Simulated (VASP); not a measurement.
# Tm3F (P4/mmm) in VASP: single point with PBE

Aim: the single point of Tm3F with PBE.

Everything below comes from runs of VASP 6.6.1. Logs are shortened: lines on timing, memory, paths and dates and some standing lists are left out, and cuts for length are marked.

## (1) The cell of the first run

It takes space group P4/mmm (No. 123, tetragonal). The conventional cell has a = 3.311 Å, b = 3.311 Å, c = 8.662 Å, α = 90.00°, β = 90.00°, γ = 90.00°. Within 4.4 Å of Tm (site symmetry 4/mmm) lie 12 Tm at 3.31 to 3.41 Å and 2 F at 4.33 Å. Tm (site symmetry 4mm) has 4 F at 2.99 Å and 9 Tm at 3.31 to 3.71 Å within 3.9 Å. F (site symmetry 4/mmm) has 8 Tm at 2.99 Å and 4 F at 3.31 Å within 3.9 Å.

The cell was generated, and may not be a known phase.

## (2) Single point, PBE

Input file INCAR:

```
SYSTEM = Tm3F
PREC     = Accurate       ! precision mode
ENCUT    = 600            ! plane-wave cutoff, eV
EDIFF    = 1E-6           ! SCF threshold, eV
ISMEAR   = 0              ! smearing method
SIGMA    = 0.1            ! smearing width, eV
LREAL    = .FALSE.        ! projectors in reciprocal space
LASPH    = .TRUE.         ! aspherical terms in the spheres
NELM     = 200            ! most SCF steps
ALGO     = Normal         ! electronic algorithm
ISIF     = 2              ! what is computed and relaxed
LWAVE    = .FALSE.        ! write WAVECAR
LCHARG   = .FALSE.        ! write CHGCAR
GGA      = PE             ! functional
NBANDS   = 25             ! bands
GGA_COMPAT= .FALSE.      
LMAXMIX  = 6              ! l up to which the mixer works
```

Input file KPOINTS:

```
Automatic mesh
0
G
  14 14 6
  0 0 0
```

Input file POSCAR:

```
Tm3F
1.0
    3.3114635260      0.0000000000      0.0000000000
    0.0000000000      3.3114635260      0.0000000000
    0.0000000000      0.0000000000      8.6624622983
Tm F
3 1
Direct
    0.0000000000      0.0000000000      0.5000000000
    0.5000000000      0.5000000000      0.7859856408
    0.5000000000      0.5000000000      0.2140143592
    0.0000000000      0.0000000000      0.0000000000
```

Potentials or basis: VASP PAW PBE potentials, release 64 (Tm_3, F), 4f in core.

The run is started by

```console
> cat potpaw_PBE.64/Tm_3/POTCAR potpaw_PBE.64/F/POTCAR > POTCAR
> mpirun -np 1 vasp_std > vasp.out
```

OUTCAR:

```text
SYSTEM = Tm3F
   PREC = Accurate
   ENCUT = 600
   EDIFF = 1E-6
   ISMEAR = 0
   LREAL = .FALSE.
   LASPH = .TRUE.
   NELM = 200
   ISIF = 2
   GGA = PE

 ion  position               nearest neighbor table
   1  0.000  0.000  0.500-   2 3.41   3 3.41   2 3.41   3 3.41   2 3.41   3 3.41   2 3.41   3 3.41

   2  0.500  0.500  0.786-   1 3.41   1 3.41   1 3.41   1 3.41   3 3.71
   3  0.500  0.500  0.214-   1 3.41   1 3.41   1 3.41   1 3.41   2 3.71
   4  0.000  0.000  0.000-

  LATTYP: Found a simple tetragonal cell.
 ALAT       =     3.3114635260
 C/A-ratio  =     2.6159014678

  Lattice vectors:

 A1 = (   3.3114635260,   0.0000000000,   0.0000000000)
 A2 = (   0.0000000000,   3.3114635260,   0.0000000000)
 A3 = (   0.0000000000,   0.0000000000,   8.6624622983)

Analysis of symmetry for initial positions (statically):
=====================================================================
 Subroutine PRICEL returns:
 Original cell was already a primitive cell.

 Routine SETGRP: Setting up the symmetry group for a
 simple tetragonal supercell.

 Subroutine GETGRP returns: Found 16 space group operations
 (whereof 16 operations were pure point group operations)
 out of a pool of 16 trial point group operations.

The static configuration has the point symmetry D_4h.

Analysis of symmetry for dynamics (positions and initial velocities):
=====================================================================
 Subroutine PRICEL returns:
 Original cell was already a primitive cell.

 Routine SETGRP: Setting up the symmetry group for a
 simple tetragonal supercell.

 Subroutine GETGRP returns: Found 16 space group operations
 (whereof 16 operations were pure point group operations)
 out of a pool of 16 trial point group operations.

The dynamic configuration has the point symmetry D_4h.

 Subroutine INISYM returns: Found 16 space group operations
 (whereof 16 operations are pure point group operations),
 and found     1 'primitive' translations

----------------------------------------------------------------------------------------

                                     Primitive cell

  volume of cell :      94.9907

  direct lattice vectors                    reciprocal lattice vectors
     3.311463526  0.000000000  0.000000000     0.301981282  0.000000000  0.000000000
     0.000000000  3.311463526  0.000000000     0.000000000  0.301981282  0.000000000
     0.000000000  0.000000000  8.662462298     0.000000000  0.000000000  0.115440618

  length of vectors
     3.311463526  3.311463526  8.662462298     0.301981282  0.301981282  0.115440618

  position of ions in fractional coordinates (direct lattice)
     0.000000000  0.000000000  0.500000000
     0.500000000  0.500000000  0.785985641
     0.500000000  0.500000000  0.214014359
     0.000000000  0.000000000  0.000000000

  ion indices of the primitive-cell ions
   primitive index   ion index
                 1           1
                 2           2
                 3           3
                 4           4

----------------------------------------------------------------------------------------

 KPOINTS: Automatic mesh

Automatic generation of k-mesh.
 Grid dimensions read from file:
 generate k-points for:   14   14    6

 Generating k-lattice:

  Cartesian coordinates                     Fractional coordinates (reciprocal lattice)
     0.021570092  0.000000000  0.000000000     0.071428571  0.000000000  0.000000000
     0.000000000  0.021570092  0.000000000     0.000000000  0.071428571  0.000000000
     0.000000000  0.000000000  0.019240103     0.000000000  0.000000000  0.166666667

  Length of vectors
     0.021570092  0.021570092  0.019240103

  Shift w.r.t. Gamma in fractional coordinates (k-lattice)
     0.000000000  0.000000000  0.000000000

 Subroutine IBZKPT returns following result:
 ===========================================

 Found    144 irreducible k-points:

 Following reciprocal coordinates:
            Coordinates               Weight
  0.000000  0.000000  0.000000      1.000000
  0.071429  0.000000  0.000000      4.000000
  0.142857  0.000000  0.000000      4.000000
  0.214286  0.000000  0.000000      4.000000
  0.285714  0.000000  0.000000      4.000000
  0.357143  0.000000  0.000000      4.000000
[... 16 lines left out ...]
  0.285714  0.214286  0.000000      8.000000
  0.357143  0.214286  0.000000      8.000000
 [... further k-points ...]
   k-points           NKPTS =    144   k-points in BZ     NKDIM =    144   number of bands    NBANDS=     25
   number of dos      NEDOS =    301   number of ions     NIONS =      4
   total plane-waves  NPLWV =  54880
   dimension x,y,z NGX =    28 NGY =   28 NGZ =   70
   dimension x,y,z NGXF=    56 NGYF=   56 NGZF=  140
   ions per type =               3   1
   NGX,Y,Z   is equivalent  to a cutoff of  14.06, 14.06, 13.43 a.u.
   NGXF,Y,Z  is equivalent  to a cutoff of  28.11, 28.11, 26.87 a.u.
 SYSTEM =  Tm3F
   PREC   = accura    normal or accurate (medium, high low for compatibility)
   ISTART =      0    job   : 0-new  1-cont  2-samecut
   ICHARG =      2    charge: 1-file 2-atom 10-const
   ISPIN  =      1    spin polarized calculation?
   LNONCOLLINEAR =      F non collinear calculations
   LSORBIT =      F    spin-orbit coupling
   LASPH  =      T    aspherical Exc in radial PAW
   ENCUT  =  600.0 eV  44.10 Ry    6.64 a.u.   6.61  6.61 17.30*2*pi/ulx,y,z
   NELM   =    200;   NELMIN=  2; NELMDL= -5     # of ELM steps
   EDIFF  = 0.1E-05   stopping-criterion for ELM
   LREAL  =      F    real-space projection
   EDIFFG = 0.1E-04   stopping-criterion for IOM
   NSW    =      0    number of steps for IOM
   IBRION =     -1    ionic relax: 0-MD 1-quasi-New 2-CG
   NFREE  =      0    steps in history (QN), initial steepest desc. (CG)
   ISIF   =      2    stress and relaxation
   ISYM   =      2    0-nonsym 1-usesym 2-fastsym
   POTIM  = 0.5000    time-step for ionic-motion
   TEBEG  =    0.0;   TEEND  =   0.0 temperature during run
   PSTRESS=    0.0 pullay stress
   NELECT =      34.0000    total number of electrons
   NUPDOWN=      -1.0000    fix difference up-down
   EMIN   =  10.00;   EMAX   =-10.00  energy-range for DOS
   EFERMI =   0.00;   METHOD = LEGACY
   ISMEAR =     0;   SIGMA  =   0.10  broadening in eV -4-tet -1-fermi 0-gaus
   EFERMI_NEDOS =   21; number of points for ismear=-14 and -15
   IALGO  =     38    algorithm
   IMIX   =      4    mixing-type and parameters
     AMIX     =   0.40;   BMIX     =  1.00
     AMIX_MAG =   1.60;   BMIX_MAG =  1.00
  volume/ion in A,a.u.               =      23.75       160.26
  Fermi-wavevector in a.u.,A,eV,Ry     =   1.162360  2.196542 18.382574  1.351081
  Thomas-Fermi vector in A             =   2.298922
   LORBIT       =      0    0 simple, 1 ext, 2 COOP (PROOUT), +10 PAW based schemes
   GGA     = PE    functional components
   LHFCALC =     F    Hartree Fock is set to
   AEXX    =    0.0000 exact exchange contribution
   IVDW    =     0    specifies the selected vdW correction
   LEPSILON=     F    determine dielectric tensor
   LRPA    =     F    only Hartree local field effects (RPA)
 non-spin polarized calculation
 Gauss-broadening in eV      SIGMA  =   0.10
  energy-cutoff  :      600.00
  volume of cell :       94.99
 maximum number of plane-waves:      3219
 NGX is ok and might be reduce to    28
   NGX = 13   NGY = 13   NGZ = 35

 number of electron      34.0000004 magnetization

 Free energy of the ion-electron system (eV)
  ---------------------------------------------------
  ext. energy  EPLUGINS =         0.00000000
  ---------------------------------------------------
  free energy    TOTEN  =       -18.42518283 eV

  energy without entropy =      -18.40062166  energy(sigma->0) =      -18.41290224

 E-fermi :   3.4971     XC(G=0): -10.0286

 val. band max:        3.4967667240   @ k =   0.3571   0.1429   0.5000
 cond. band min:       3.5011115160   @ k =   0.1429   0.0000   0.0000
 fundamental gap:      0.0043447920
 Fermi energy:         3.4970689694

 k-point     1 :       0.0000    0.0000    0.0000
  band No.  band energies     occupation
      1     -22.6821      2.00000
      2     -22.5652      2.00000
      3     -22.2139      2.00000
      4     -22.2139      2.00000
      5     -22.2014      2.00000
      6     -22.2014      2.00000
[... 17 lines left out ...]
     24       6.6980      0.00000
     25       7.2010      0.00000

 k-point     2 :       0.0714    0.0000    0.0000
  band No.  band energies     occupation
      1     -22.6778      2.00000
      2     -22.5608      2.00000
      3     -22.2418      2.00000
      4     -22.2282      2.00000
      5     -22.2115      2.00000
      6     -22.1993      2.00000
[... 17 lines left out ...]
     24       6.4489      0.00000
     25       7.1656      0.00000

 k-point     3 :       0.1429    0.0000    0.0000
  band No.  band energies     occupation
      1     -22.6660      2.00000
      2     -22.5484      2.00000
      3     -22.3183      2.00000
      4     -22.3018      2.00000
      5     -22.2047      2.00000
      6     -22.1934      2.00000
[... 17 lines left out ...]
     24       6.4392      0.00000
     25       7.0233      0.00000

 k-point     4 :       0.2143    0.0000    0.0000
  band No.  band energies     occupation
      1     -22.6504      2.00000
      2     -22.5313      2.00000
      3     -22.4244      2.00000
      4     -22.4043      2.00000
      5     -22.1949      2.00000
      6     -22.1848      2.00000
[... 17 lines left out ...]
     24       6.4779      0.00000
     25       6.8103      0.00000
[... 477 lines left out ...]
 k-point    22 :       0.2143    0.2143    0.0000
  band No.  band energies     occupation
      1     -22.6130      2.00000
      2     -22.5010      2.00000
      3     -22.4165      2.00000
      4     -22.3938      2.00000
      5     -22.3855      2.00000
      6     -22.3681      2.00000
[... 17 lines left out ...]
     24       6.0340      0.00000
     25       6.3737      0.00000

 k-point    23 :       0.2857    0.2143    0.0000
  band No.  band energies     occupation
      1     -22.5953      2.00000
      2     -22.5128      2.00000
      3     -22.5022      2.00000
      4     -22.4714      2.00000
      5     -22.3849      2.00000
      6     -22.3662      2.00000
[... 17 lines left out ...]
     24       6.0092      0.00000
     25       6.0560      0.00000

 k-point    24 :       0.3571    0.2143    0.0000
  band No.  band energies     occupation
      1     -22.6210      2.00000
      2     -22.5886      2.00000
      3     -22.5675      2.00000
      4     -22.4633      2.00000
      5     -22.3724      2.00000
      6     -22.3545      2.00000
[... 17 lines left out ...]
     24       6.0706      0.00000
     25       6.5824      0.00000

 [... further k-points ...]
[... 5 lines left out ...]
  --------------------------------------------------------------------------------------
  -------------------------------------------------------------------------------------
  Total        0.2244361      0.2244361      0.2457620      0.0000000      0.0000000      0.0000000
  in kB        3.7854887      3.7854887      4.1451867      0.0000000      0.0000000      0.0000000
  external PRESSURE =       3.9053880 kB  Pullay stress =       0.0000000 kB

 VOLUME and BASIS-vectors are now :
 -----------------------------------------------------------------------------
  energy-cutoff  :      600.00
  volume of cell :       94.99
      direct lattice vectors                 reciprocal lattice vectors
     3.311463526  0.000000000  0.000000000     0.301981282  0.000000000  0.000000000
     0.000000000  3.311463526  0.000000000     0.000000000  0.301981282  0.000000000
     0.000000000  0.000000000  8.662462298     0.000000000  0.000000000  0.115440618

 POSITION                                       TOTAL-FORCE (eV/Angst)
 -----------------------------------------------------------------------------------
      0.00000      0.00000      4.33123        -0.000000     -0.000000     -0.000000
      1.65573      1.65573      6.80857         0.000000      0.000000      0.057131
      1.65573      1.65573      1.85389        -0.000000      0.000000     -0.057131
      0.00000      0.00000      0.00000        -0.000000     -0.000000     -0.000000
 -----------------------------------------------------------------------------------
    total drift:                                0.000000      0.000000     -0.000000

  FREE ENERGIE OF THE ION-ELECTRON SYSTEM (eV)
  ---------------------------------------------------
  free  energy   TOTEN  =       -18.4251828291 eV

  energy  without entropy=      -18.4006216602  energy(sigma->0) =      -18.41290224
```

It took 4.3 min on 1 thread of AMD EPYC 9R45 (Zen 5), shared host; peak memory 0.45 GiB.

Results:

- Free energy: -18.4252 eV
- Pressure: 0.4 GPa
- Largest force: 0.057 eV/Å
- Band gap on the k mesh: zero (bands 17 and 18 overlap by 0.90 eV)

Forces in eV/Å, atoms in the order of the input:
```
Tm   0.000  0.000  0.000
Tm   0.000  0.000  0.057
Tm   0.000  0.000 -0.057
F    0.000  0.000  0.000
```

Caveat: spin-orbit coupling is left out, which moves the levels of the heavy elements; the 4f electrons are frozen in the core, so they carry no moment and show no levels; the run has no spin polarisation, though such a crystal can be magnetic. With open d or f shells a metallic result of PBE can be an artefact of self-interaction; +U or a hybrid may open a gap.
